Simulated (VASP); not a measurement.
# Co2H2C in VASP: single point with PBE+U

Aim: the single point of Co2H2C with PBE+U.

Everything below comes from runs of VASP 6.6.1. Logs are shortened: lines on timing, memory, paths and dates and some standing lists are left out, and cuts for length are marked.

## Step 1: The cell of the first run

The typed cell holds 10 atoms: a = 3.396 Å, b = 4.853 Å, c = 4.853 Å, α = 74.60°, β = 69.52°, γ = 69.52°.

## Step 2: Single point, PBE+U, collinear spin, ferrimagnetic start

The input, INCAR:

```
PREC = Accurate
ENCUT = 600
EDIFF = 1E-6
ISMEAR = -1
SIGMA = 0.1
LREAL = False
LASPH = True
NELM = 200
ALGO = Normal
ISIF = 2
LWAVE = False
LCHARG = False
ISPIN = 2
MAGMOM = 3 3 3 -3 0 0 0 0 0 0
LORBIT = 11
LMAXMIX = 4
LDAU = True
LDAUTYPE = 2
LDAUL = 2 -1 -1
LDAUU = 4.37 0 0
LDAUJ = 0 0 0
LDAUPRINT = 1
GGA = PE
NBANDS = 55
ISYM = 0
GGA_COMPAT = False
```

The input, KPOINTS:

```
Automatic mesh
0
Gamma
  6 4 4
  0 0.5 0.5
```

The input, POSCAR:

```
Co2H2C
1.0
    1.6978062900      2.9406868100      0.0000000000
   -1.6978052800      2.9406868100      3.4666825800
    3.3956115700      0.0000000000      3.4666825800
Co H C
4 4 2
Direct
    0.2500000000      0.4167000000      0.0833000000
    0.7500000000      0.9167000000      0.5833000000
    0.2499500000      0.0833500000      0.4166500000
    0.7499500000      0.5833500000      0.9166500000
    0.0000000000      0.3333000000      0.6667000000
    0.5000000000      0.8333000000      0.1667000000
    0.0000500000      0.6666500000      0.3333500000
    0.5000500000      0.1666500000      0.8333500000
    0.0000000000      0.0000000000      0.0000000000
    0.5000000000      0.5000000000      0.5000000000
```

Potentials or basis: VASP PAW PBE potentials, release 64 (Co_sv, H, C).

Command:

```console
$ cat potpaw_PBE.64/Co_sv/POTCAR potpaw_PBE.64/H/POTCAR potpaw_PBE.64/C/POTCAR > POTCAR
$ mpirun -np 1 vasp_std > vasp.out
```

OUTCAR:

```text
PREC = Accurate
   ENCUT = 600
   EDIFF = 1E-6
   ISMEAR = -1
   LREAL = False
   LASPH = True
   NELM = 200
   ISIF = 2
   ISPIN = 2
   LORBIT = 11
   GGA = PE
   ISYM = 0

 ion  position               nearest neighbor table
   1  0.250  0.417  0.083-   4 1.96   3 1.96   4 1.96
   2  0.750  0.917  0.583-   3 1.96   4 1.96   3 1.96
   3  0.250  0.083  0.417-   2 1.96   1 1.96   2 1.96
   4  0.750  0.583  0.917-   1 1.96   2 1.96   1 1.96
   5  0.000  0.333  0.667-
   6  0.500  0.833  0.167-
   7  0.000  0.667  0.333-
   8  0.500  0.167  0.833-
   9  0.000  0.000  0.000-
  10  0.500  0.500  0.500-

IMPORTANT INFORMATION: All symmetrisations will be switched off!
NOSYMM: (Re-)initialisation of all symmetry stuff for point group C_1.

----------------------------------------------------------------------------------------

                                     Primitive cell

  volume of cell :      69.2326

  direct lattice vectors                    reciprocal lattice vectors
     1.697806290  2.940686810  0.000000000     0.147248880  0.255042435 -0.144230107
    -1.697805280  2.940686810  3.466682580    -0.147248880  0.085014179  0.144230107
     3.395611570  0.000000000  3.466682580     0.147248880 -0.085014179  0.144230107

  length of vectors
     3.395612627  4.852635345  4.852634959     0.327919503  0.222961806  0.222961806

  position of ions in fractional coordinates (direct lattice)
     0.250000000  0.416700000  0.083300000
     0.750000000  0.916700000  0.583300000
     0.249950000  0.083350000  0.416650000
     0.749950000  0.583350000  0.916650000
     0.000000000  0.333300000  0.666700000
     0.500000000  0.833300000  0.166700000
     0.000050000  0.666650000  0.333350000
     0.500050000  0.166650000  0.833350000
     0.000000000  0.000000000  0.000000000
     0.500000000  0.500000000  0.500000000

  ion indices of the primitive-cell ions
   primitive index   ion index
                 1           1
                 2           2
                 3           3
                 4           4
                 5           5
                 6           6
                 7           7
                 8           8
                 9           9
                10          10

----------------------------------------------------------------------------------------

 KPOINTS: Automatic mesh

Automatic generation of k-mesh.
 Grid dimensions read from file:
 generate k-points for:    6    4    4

 Generating k-lattice:

  Cartesian coordinates                     Fractional coordinates (reciprocal lattice)
     0.024541480  0.042507073 -0.024038351     0.166666667  0.000000000  0.000000000
    -0.036812220  0.021253545  0.036057527     0.000000000  0.250000000  0.000000000
     0.036812220 -0.021253545  0.036057527     0.000000000  0.000000000  0.250000000

  Length of vectors
     0.054653250  0.055740452  0.055740452

  Shift w.r.t. Gamma in fractional coordinates (k-lattice)
     0.000000000  0.500000000  0.500000000

 -----------------------------------------------------------------------------
|                                                                             |
|           W    W    AA    RRRRR   N    N  II  N    N   GGGG   !!!           |
|           W    W   A  A   R    R  NN   N  II  NN   N  G    G  !!!           |
|           W    W  A    A  R    R  N N  N  II  N N  N  G       !!!           |
|           W WW W  AAAAAA  RRRRR   N  N N  II  N  N N  G  GGG   !            |
|           WW  WW  A    A  R   R   N   NN  II  N   NN  G    G                |
|           W    W  A    A  R    R  N    N  II  N    N   GGGG   !!!           |
|                                                                             |
|     Your reciprocal lattice and k-lattice belong to different lattice       |
|     classes:                                                                |
|                                                                             |
|        The reciprocal lattice is face-centered orthorhombic,                |
|        whereas your k-lattice is base-centered monoclinic.                  |
|                                                                             |
|     Results are often still useful ...                                      |
|                                                                             |
 -----------------------------------------------------------------------------

 WARNING: IBZKPT: internal override: KBLOWUP is changed to .FALSE.
      ... skipping the blow-up phase ...

[... 46 lines left out ...]
   LSORBIT =      F    spin-orbit coupling
   LASPH  =      T    aspherical Exc in radial PAW
   ENCUT  =  600.0 eV  44.10 Ry    6.64 a.u.   6.78  9.69  9.69*2*pi/ulx,y,z
   NELM   =    200;   NELMIN=  2; NELMDL= -5     # of ELM steps
   EDIFF  = 0.1E-05   stopping-criterion for ELM
   LREAL  =      F    real-space projection
   EDIFFG = 0.1E-04   stopping-criterion for IOM
   NSW    =      0    number of steps for IOM
   IBRION =     -1    ionic relax: 0-MD 1-quasi-New 2-CG
   NFREE  =      0    steps in history (QN), initial steepest desc. (CG)
   ISIF   =      2    stress and relaxation
   ISYM   =      0    0-nonsym 1-usesym 2-fastsym
   POTIM  = 0.5000    time-step for ionic-motion
   TEBEG  =    0.0;   TEEND  =   0.0 temperature during run
   PSTRESS=    0.0 pullay stress
   NELECT =      80.0000    total number of electrons
   NUPDOWN=      -1.0000    fix difference up-down
   EMIN   =  10.00;   EMAX   =-10.00  energy-range for DOS
   EFERMI =   0.00;   METHOD = LEGACY
   ISMEAR =    -1;   SIGMA  =   0.10  broadening in eV -4-tet -1-fermi 0-gaus
   EFERMI_NEDOS =   21; number of points for ismear=-14 and -15
   IALGO  =     38    algorithm
   IMIX   =      4    mixing-type and parameters
     AMIX     =   0.40;   BMIX     =  1.00
     AMIX_MAG =   1.60;   BMIX_MAG =  1.00
  volume/ion in A,a.u.               =       6.92        46.72
  Fermi-wavevector in a.u.,A,eV,Ry     =   1.717913  3.246385 40.153863  2.951226
  Thomas-Fermi vector in A             =   2.794824
   LORBIT       =     11    0 simple, 1 ext, 2 COOP (PROOUT), +10 PAW based schemes
 LDA+U is selected, type is set to LDAUTYPE =  2
   angular momentum for each species LDAUL =     2   -1   -1
   U (eV)           for each species LDAUU =   4.4  0.0  0.0
   J (eV)           for each species LDAUJ =   0.0  0.0  0.0
   GGA     = PE    functional components
   LHFCALC =     F    Hartree Fock is set to
   AEXX    =    0.0000 exact exchange contribution
   IVDW    =     0    specifies the selected vdW correction
   LEPSILON=     F    determine dielectric tensor
   LRPA    =     F    only Hartree local field effects (RPA)
 spin polarized calculation
  energy-cutoff  :      600.00
  volume of cell :       69.23
 maximum number of plane-waves:      2328
   NGX = 13   NGY = 19   NGZ = 19

atom =   1  type =  1  l = 2

 onsite density matrix

spin component  1
[... 116 lines left out ...]
  o =  0.1214  v =  0.0067  0.4993 -0.0000 -0.8663  0.0117  0.0000  0.0000  0.0000  0.0000  0.0000      0.0000  0.0000  0.0000  0.0000  0.0000  0.0000  0.0000  0.0000  0.0000  0.0000
  o =  0.3232  v =  0.7597  0.0150 -0.4792  0.0086 -0.4393  0.0000  0.0000  0.0000  0.0000  0.0000      0.0000  0.0000  0.0000  0.0000  0.0000  0.0000  0.0000  0.0000  0.0000  0.0000
  o =  0.7770  v = -0.4147 -0.0209 -0.8776 -0.0120  0.2393  0.0000  0.0000  0.0000  0.0000  0.0000      0.0000  0.0000  0.0000  0.0000  0.0000  0.0000  0.0000  0.0000  0.0000  0.0000
  o =  0.7942  v =  0.0000  0.0000  0.0000  0.0000  0.0000  0.5010 -0.0050  0.0027  0.0091  0.8654      0.0000  0.0000  0.0000  0.0000  0.0000  0.0000  0.0000  0.0000  0.0000  0.0000
  o =  0.8010  v =  0.0000  0.0000  0.0000  0.0000  0.0000 -0.1724 -0.0149 -0.9795 -0.0085  0.1029      0.0000  0.0000  0.0000  0.0000  0.0000  0.0000  0.0000  0.0000  0.0000  0.0000
  o =  0.8226  v =  0.5004 -0.0068 -0.0004  0.0117  0.8657  0.0000  0.0000  0.0000  0.0000  0.0000      0.0000  0.0000  0.0000  0.0000  0.0000  0.0000  0.0000  0.0000  0.0000  0.0000
  o =  0.8277  v =  0.0000  0.0000  0.0000  0.0000  0.0000  0.0329 -0.8661  0.0097 -0.4983 -0.0189      0.0000  0.0000  0.0000  0.0000  0.0000  0.0000  0.0000  0.0000  0.0000  0.0000
  o =  0.8578  v =  0.0000  0.0000  0.0000  0.0000  0.0000  0.8474  0.0305 -0.2012  0.0176 -0.4900      0.0000  0.0000  0.0000  0.0000  0.0000  0.0000  0.0000  0.0000  0.0000  0.0000
  o =  0.8646  v =  0.0231 -0.8660  0.0128 -0.4992 -0.0134  0.0000  0.0000  0.0000  0.0000  0.0000      0.0000  0.0000  0.0000  0.0000  0.0000  0.0000  0.0000  0.0000  0.0000  0.0000
  o =  0.8655  v =  0.0000  0.0000  0.0000  0.0000  0.0000 -0.0053 -0.4986  0.0000  0.8668 -0.0089      0.0000  0.0000  0.0000  0.0000  0.0000  0.0000  0.0000  0.0000  0.0000  0.0000

 number of electron      79.9999947 magnetization       3.7917588

 Free energy of the ion-electron system (eV)
  ---------------------------------------------------
  ext. energy  EPLUGINS =         0.00000000
  ---------------------------------------------------
  free energy    TOTEN  =       -26.01047963 eV

  energy without entropy =      -25.90216941  energy(sigma->0) =      -25.95632452

 E-fermi :   9.8148     XC(G=0): -13.0289

 val. band max:        9.7855730992   @ k =  -0.1667  -0.3750   0.1250
 cond. band min:       9.8296812334   @ k =   0.3333   0.1250   0.1250
 fundamental gap:      0.0441081342
 Fermi energy:         9.8148184716

 spin component 1

 k-point     1 :       0.0000    0.1250    0.1250
  band No.  band energies     occupation
      1     -86.6911      1.00000
      2     -86.3208      1.00000
      3     -86.1372      1.00000
      4     -84.4959      1.00000
      5     -50.2423      1.00000
      6     -50.2294      1.00000
[... 2633 lines left out ...]
     51      15.1170      0.00000
     52      18.3696      0.00000

 [... further k-points ...]

 [bands above 52 left out]

------------------------ aborting loop because EDIFF is reached ----------------------------------------

  FORCE on cell =-STRESS in cart. coord.  units (eV):
  Direction    XX          YY          ZZ          XY          YZ          ZX
  --------------------------------------------------------------------------------------
  -------------------------------------------------------------------------------------
  Total       25.5268070     26.0713825     -3.8538981      0.4471487     -0.0280757     -0.0163557
  in kB      590.7397900    603.3423244    -89.1866716     10.3478867     -0.6497267     -0.3785031
  external PRESSURE =     368.2984810 kB  Pullay stress =       0.0000000 kB

 VOLUME and BASIS-vectors are now :
 -----------------------------------------------------------------------------
  energy-cutoff  :      600.00
  volume of cell :       69.23
      direct lattice vectors                 reciprocal lattice vectors
     1.697806290  2.940686810  0.000000000     0.147248880  0.255042435 -0.144230107
    -1.697805280  2.940686810  3.466682580    -0.147248880  0.085014179  0.144230107
     3.395611570  0.000000000  3.466682580     0.147248880 -0.085014179  0.144230107

 POSITION                                       TOTAL-FORCE (eV/Angst)
 -----------------------------------------------------------------------------------
     -0.00017      1.96056      1.73334         0.862909     -0.503713     -0.000029
      1.69764      4.90124      5.20002        -0.815819      0.467037     -0.000025
      1.69764      0.98013      1.73334        -0.271456      0.160684     -0.000029
      3.39544      3.92082      5.20002         0.435162     -0.246758      0.000028
      1.69798      0.98013      3.46668         0.029910     -0.017820      0.034114
      0.00017      3.92082      3.46668         0.030664     -0.016518     -0.034188
      0.00017      1.96056      3.46668        -0.012231      0.008107      0.033904
      3.39578      1.96056      3.46668        -0.012997      0.006832     -0.033832
      0.00000      0.00000      0.00000        -0.118310      0.079338      0.036415
      1.69781      2.94069      3.46668        -0.127832      0.062811     -0.036358
 -----------------------------------------------------------------------------------
    total drift:                                0.000219     -0.000230      0.000048

  FREE ENERGIE OF THE ION-ELECTRON SYSTEM (eV)
  ---------------------------------------------------
  free  energy   TOTEN  =       -26.0104796331 eV

  energy  without entropy=      -25.9021694097  energy(sigma->0) =      -25.95632452

 total charge

# of ion       s       p       d       tot
------------------------------------------
    1        2.274   6.126   7.018  15.418
    2        2.273   6.129   7.007  15.409
    3        2.279   6.130   6.974  15.383
    4        2.272   6.132   7.018  15.422
    5        0.459   0.028   0.000   0.487
    6        0.459   0.028   0.000   0.487
    7        0.460   0.028   0.000   0.488
    8        0.460   0.028   0.000   0.488
    9        0.994   1.097   0.000   2.090
   10        0.994   1.097   0.000   2.090
--------------------------------------------------
tot         12.924  26.823  28.018  67.765

 magnetization (x)

# of ion       s       p       d       tot
------------------------------------------
    1        0.010   0.003   1.505   1.517
    2       -0.001   0.003   1.678   1.680
    3       -0.014  -0.001   1.883   1.867
    4       -0.021  -0.013  -1.234  -1.268
    5        0.007  -0.001   0.000   0.005
    6        0.007  -0.001   0.000   0.005
    7       -0.014  -0.001   0.000  -0.015
    8       -0.014  -0.001   0.000  -0.015
    9        0.010   0.034   0.000   0.045
   10        0.010   0.034   0.000   0.045
--------------------------------------------------
tot         -0.021   0.057   3.831   3.867
```

Wall time 14 min (1 thread of AMD EPYC 9R45 (Zen 5), shared host); peak memory 0.43 GiB.

What came out:

- Free energy: -26.0105 eV
- Pressure: 36.8 GPa
- Largest force: 0.999 eV/Å
- Net moment: 3.79 μB per cell
- Site moments: Co +1.52, +1.68, +1.87, -1.27; H +0.01, -0.01 (each value once); C +0.04 μB
- Valence electrons inside the program's atomic spheres: Co 15.42, 15.41, 15.38 (each value once); H 0.49; C 2.09

Forces on the atoms (eV/Å):
```
Co   0.863 -0.504  0.000
Co  -0.816  0.467  0.000
Co  -0.271  0.161  0.000
Co   0.435 -0.247  0.000
H    0.030 -0.018  0.034
H    0.031 -0.017 -0.034
H   -0.012  0.008  0.034
H   -0.013  0.007 -0.034
C   -0.118  0.079  0.036
C   -0.128  0.063 -0.036
```

Eigenvalues of the final occupation matrices:
```
    site  spin  trace               eigenvalues
site 1 d     1   4.28  0.79 0.81 0.87 0.90 0.91
site 1 d     2   2.77  0.12 0.56 0.56 0.76 0.77
site 2 d     1   4.36  0.81 0.87 0.89 0.89 0.90
site 2 d     2   2.68  0.18 0.51 0.60 0.63 0.77
site 3 d     1   4.45  0.84 0.89 0.89 0.91 0.91
site 3 d     2   2.56  0.26 0.40 0.57 0.61 0.72
site 4 d     1   2.91  0.12 0.32 0.78 0.82 0.86
site 4 d     2   4.15  0.79 0.80 0.83 0.86 0.87
```

Caveat: the cell stands under pressure; the U is typed as a test and isn't derived for this compound.
